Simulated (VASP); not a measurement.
# Rh (Fm-3m) in VASP: further runs, part 2 of 2

VASP 6.6.1. The steps go on from the part before.

**4. Single point, r2SCAN**

POSCAR

```
Rh
1.0
    0.0000000000      1.9029860865      1.9029860865
    1.9029860865      0.0000000000      1.9029860865
    1.9029860865      1.9029860865      0.0000000000
Rh
1
Direct
    0.0000000000      0.0000000000      0.0000000000
```

INCAR.step1

```
SYSTEM = Rh
PREC = Accurate ; ENCUT = 580
ISMEAR = 0 ; SIGMA = 0.1
LREAL = .False. ; LASPH = .True.
NELM = 120 ; NBANDS = 14
GGA = PE ; ALGO = Normal
EDIFF = 1E-5 ; LWAVE = .True.
LCHARG = .False. ; GGA_COMPAT = .False.
```

INCAR.step2

```
SYSTEM = Rh
PREC = Accurate ; ENCUT = 580
EDIFF = 1E-6 ; ISMEAR = 0
SIGMA = 0.1 ; LREAL = .False.
LASPH = .True. ; NELM = 120
ALGO = Normal ; ISIF = 2
LWAVE = .False. ; LCHARG = .True.
METAGGA = R2SCAN ; LMIXTAU = .True.
LELF = .True. ; LVHAR = .True.
NBANDS = 14 ; ISTART = 1
GGA_COMPAT = .False.
```

KPOINTS

```
Automatic mesh
0
Gamma
  8 8 8
  0 0 0
```

Potentials or basis: VASP PAW PBE potentials, release 64 (Rh_sv_GW).

Run with:

```
cat potpaw_PBE.64/Rh_sv_GW/POTCAR > POTCAR
cp INCAR.step1 INCAR
mpirun -np 1 vasp_std > vasp.out
cp INCAR.step2 INCAR
mpirun -np 1 vasp_std > vasp.out
```

OUTCAR:

```text
SYSTEM = Rh
   PREC = Accurate
   ENCUT = 580
   EDIFF = 1E-6
   ISMEAR = 0
   LREAL = .False.
   LASPH = .True.
   NELM = 120
   ISIF = 2
   METAGGA = R2SCAN
   ISTART = 1

 ion  position               nearest neighbor table
   1  0.000  0.000  0.000-

  LATTYP: Found a face centered cubic cell.
 ALAT       =     3.8059721730

  Lattice vectors:

 A1 = (   0.0000000000,   1.9029860865,   1.9029860865)
 A2 = (   1.9029860865,   0.0000000000,   1.9029860865)
 A3 = (   1.9029860865,   1.9029860865,   0.0000000000)

Analysis of symmetry for initial positions (statically):
=====================================================================
 Subroutine PRICEL returns:
 Original cell was already a primitive cell.

 Routine SETGRP: Setting up the symmetry group for a
 face centered cubic supercell.

 Subroutine GETGRP returns: Found 48 space group operations
 (whereof 48 operations were pure point group operations)
 out of a pool of 48 trial point group operations.

The static configuration has the point symmetry O_h .

Analysis of symmetry for dynamics (positions and initial velocities):
=====================================================================
 Subroutine PRICEL returns:
 Original cell was already a primitive cell.

 Routine SETGRP: Setting up the symmetry group for a
 face centered cubic supercell.

 Subroutine GETGRP returns: Found 48 space group operations
 (whereof 48 operations were pure point group operations)
 out of a pool of 48 trial point group operations.

The dynamic configuration has the point symmetry O_h .

 Subroutine INISYM returns: Found 48 space group operations
 (whereof 48 operations are pure point group operations),
 and found     1 'primitive' translations

----------------------------------------------------------------------------------------

                                     Primitive cell

  volume of cell :      13.7828

  direct lattice vectors                    reciprocal lattice vectors
     0.000000000  1.902986086  1.902986086    -0.262744958  0.262744958  0.262744958
     1.902986086  0.000000000  1.902986086     0.262744958 -0.262744958  0.262744958
     1.902986086  1.902986086  0.000000000     0.262744958  0.262744958 -0.262744958

  length of vectors
     2.691228733  2.691228733  2.691228733     0.455087617  0.455087617  0.455087617

  position of ions in fractional coordinates (direct lattice)
     0.000000000  0.000000000  0.000000000

  ion indices of the primitive-cell ions
   primitive index   ion index
                 1           1

----------------------------------------------------------------------------------------

 KPOINTS: Automatic mesh

Automatic generation of k-mesh.
 Grid dimensions read from file:
 generate k-points for:    8    8    8

 Generating k-lattice:

  Cartesian coordinates                     Fractional coordinates (reciprocal lattice)
    -0.032843120  0.032843120  0.032843120     0.125000000  0.000000000  0.000000000
     0.032843120 -0.032843120  0.032843120     0.000000000  0.125000000  0.000000000
     0.032843120  0.032843120 -0.032843120     0.000000000  0.000000000  0.125000000

  Length of vectors
     0.056885952  0.056885952  0.056885952

  Shift w.r.t. Gamma in fractional coordinates (k-lattice)
     0.000000000  0.000000000  0.000000000

 Subroutine IBZKPT returns following result:
 ===========================================

 Found     29 irreducible k-points:

 Following reciprocal coordinates:
            Coordinates               Weight
  0.000000  0.000000  0.000000      1.000000
  0.125000  0.000000  0.000000      8.000000
  0.250000  0.000000  0.000000      8.000000
  0.375000  0.000000  0.000000      8.000000
  0.500000  0.000000  0.000000      4.000000
  0.125000  0.125000  0.000000      6.000000
[... 16 lines left out ...]
  0.500000  0.250000  0.125000     48.000000
 -0.375000  0.250000  0.125000     24.000000
 [... further k-points ...]
   k-points           NKPTS =     29   k-points in BZ     NKDIM =     29   number of bands    NBANDS=     14
   number of dos      NEDOS =    301   number of ions     NIONS =      1
   total plane-waves  NPLWV =  13824
   dimension x,y,z NGX =    24 NGY =   24 NGZ =   24
   dimension x,y,z NGXF=    48 NGYF=   48 NGZF=   48
   ions per type =               1
   NGX,Y,Z   is equivalent  to a cutoff of  14.83, 14.83, 14.83 a.u.
   NGXF,Y,Z  is equivalent  to a cutoff of  29.65, 29.65, 29.65 a.u.
 SYSTEM =  Rh
   PREC   = accura    normal or accurate (medium, high low for compatibility)
   ISTART =      1    job   : 0-new  1-cont  2-samecut
   ICHARG =      0    charge: 1-file 2-atom 10-const
   ISPIN  =      1    spin polarized calculation?
   LNONCOLLINEAR =      F non collinear calculations
   LSORBIT =      F    spin-orbit coupling
   LASPH  =      T    aspherical Exc in radial PAW
   ENCUT  =  580.0 eV  42.63 Ry    6.53 a.u.   5.28  5.28  5.28*2*pi/ulx,y,z
   NELM   =    120;   NELMIN=  2; NELMDL=  0     # of ELM steps
   EDIFF  = 0.1E-05   stopping-criterion for ELM
   LREAL  =      F    real-space projection
   EDIFFG = 0.1E-04   stopping-criterion for IOM
   NSW    =      0    number of steps for IOM
   IBRION =     -1    ionic relax: 0-MD 1-quasi-New 2-CG
   NFREE  =      0    steps in history (QN), initial steepest desc. (CG)
   ISIF   =      2    stress and relaxation
   ISYM   =      2    0-nonsym 1-usesym 2-fastsym
   POTIM  = 0.5000    time-step for ionic-motion
   TEBEG  =    0.0;   TEEND  =   0.0 temperature during run
   PSTRESS=    0.0 pullay stress
   NELECT =      17.0000    total number of electrons
   NUPDOWN=      -1.0000    fix difference up-down
   EMIN   =  10.00;   EMAX   =-10.00  energy-range for DOS
   EFERMI =   0.00;   METHOD = LEGACY
   ISMEAR =     0;   SIGMA  =   0.10  broadening in eV -4-tet -1-fermi 0-gaus
   EFERMI_NEDOS =   21; number of points for ismear=-14 and -15
   IALGO  =     38    algorithm
   IMIX   =      4    mixing-type and parameters
     AMIX     =   0.40;   BMIX     =  1.00
     AMIX_MAG =   1.60;   BMIX_MAG =  1.00
  volume/ion in A,a.u.               =      13.78        93.01
  Fermi-wavevector in a.u.,A,eV,Ry     =   1.755681  3.317755 41.938797  3.082415
  Thomas-Fermi vector in A             =   2.825379
   LORBIT       =      0    0 simple, 1 ext, 2 COOP (PROOUT), +10 PAW based schemes
   METAGGA = R2SCAN    functional components
   LHFCALC =     F    Hartree Fock is set to
   AEXX    =    0.0000 exact exchange contribution
   IVDW    =     0    specifies the selected vdW correction
   LEPSILON=     F    determine dielectric tensor
   LRPA    =     F    only Hartree local field effects (RPA)
 non-spin polarized calculation
 Gauss-broadening in eV      SIGMA  =   0.10
  energy-cutoff  :      580.00
  volume of cell :       13.78
 maximum number of plane-waves:       445
 NGX is ok and might be reduce to    24
   NGX = 11   NGY = 11   NGZ = 11

 number of electron      17.0000000 magnetization

 Free energy of the ion-electron system (eV)
  ---------------------------------------------------
  ext. energy  EPLUGINS =         0.00000000
  ---------------------------------------------------
  free energy    TOTEN  =       -23.25771704 eV

  energy without entropy =      -23.24995727  energy(sigma->0) =      -23.25383716

 E-fermi :  10.6862     XC(G=0): -15.2428

 val. band max:       10.6672922443   @ k =  -0.3750   0.2500   0.0000
 cond. band min:      10.7384462497   @ k =   0.3750   0.0000   0.0000
 fundamental gap:      0.0711540053
 Fermi energy:        10.6862233094

 k-point     1 :       0.0000    0.0000    0.0000
  band No.  band energies     occupation
      1     -70.4801      2.00000
      2     -37.1153      2.00000
      3     -37.1153      2.00000
      4     -37.1153      2.00000
      5       2.5216      2.00000
      6       7.5155      2.00000
      7       7.5155      2.00000
      8       7.5155      2.00000
      9       9.5967      2.00000
     10       9.5967      2.00000
     11      27.1011      0.00000
     12      32.7484      0.00000
     13      32.7484      0.00000
     14      32.7484      0.00000
[... 375 lines left out ...]
 k-point    24 :      -0.3750    0.2500    0.1250
  band No.  band energies     occupation
      1     -70.3384      2.00000
      2     -37.7862      2.00000
      3     -37.4263      2.00000
      4     -37.2879      2.00000
      5       5.5188      2.00000
      6       6.3823      2.00000
      7       7.9524      2.00000
      8       8.5761      2.00000
      9      11.0646      0.00000
     10      16.3736      0.00000
     11      19.5325      0.00000
     12      27.3615      0.00000
     13      28.1883      0.00000
     14      32.5625      0.00000

 [... further k-points ...]
[... 5 lines left out ...]
  --------------------------------------------------------------------------------------
  -------------------------------------------------------------------------------------
  Total       -0.1865495     -0.1865495     -0.1865495      0.0000000      0.0000000      0.0000000
  in kB      -21.6854196    -21.6854196    -21.6854196      0.0000000      0.0000000      0.0000000
  external PRESSURE =     -21.6854196 kB  Pullay stress =       0.0000000 kB

 VOLUME and BASIS-vectors are now :
 -----------------------------------------------------------------------------
  energy-cutoff  :      580.00
  volume of cell :       13.78
      direct lattice vectors                 reciprocal lattice vectors
     0.000000000  1.902986086  1.902986086    -0.262744958  0.262744958  0.262744958
     1.902986086  0.000000000  1.902986086     0.262744958 -0.262744958  0.262744958
     1.902986086  1.902986086  0.000000000     0.262744958  0.262744958 -0.262744958

 POSITION                                       TOTAL-FORCE (eV/Angst)
 -----------------------------------------------------------------------------------
      0.00000      0.00000      0.00000         0.000000      0.000000      0.000000
 -----------------------------------------------------------------------------------
    total drift:                               -0.000000      0.000000      0.000000

  FREE ENERGIE OF THE ION-ELECTRON SYSTEM (eV)
  ---------------------------------------------------
  free  energy   TOTEN  =       -23.2577170442 eV

  energy  without entropy=      -23.2499572678  energy(sigma->0) =      -23.25383716
```

Wall time 33 s (1 thread of Intel Xeon Platinum 8259CL at 2.50GHz (Skylake/Cascade Lake), shared host); peak memory 0.15 GiB.

What came out:

```
Free energy : -23.2577 eV
Pressure    : -2.2 GPa
```

Caveat: the PAW data sets were made with another functional, which shifts forces and pressure a little.

**5. Overview**

```csv
potentials or basis,cell,k mesh,cutoff (eV),second run,gap on the mesh (eV),pressure (GPa)
"VASP PAW PBE potentials, release 64 (Rh_pv)","a = 2.691 Å, angles 60.0°, 1 atom",8 × 8 × 8,520,-,none,0.6
"VASP PAW PBE potentials, release 64 (Rh_pv)","a = 2.687 Å, angles 60.0°, 1 atom",18 × 18 × 18,520,-,none,1.2
"VASP PAW PBE potentials, release 64 (Rh_sv_GW)","a = 2.691 Å, angles 60.0°, 1 atom",8 × 8 × 8,580,valence_matched,none,-2.2
```

Alike in all rows: task single point; level r2SCAN; no spin polarisation; smearing gaussian 0.1 eV.

Caveats: the PAW data sets were made with another functional, which shifts forces and pressure a little.

Total energies depend on the potentials used, so only differences within one code and one set of settings carry meaning.
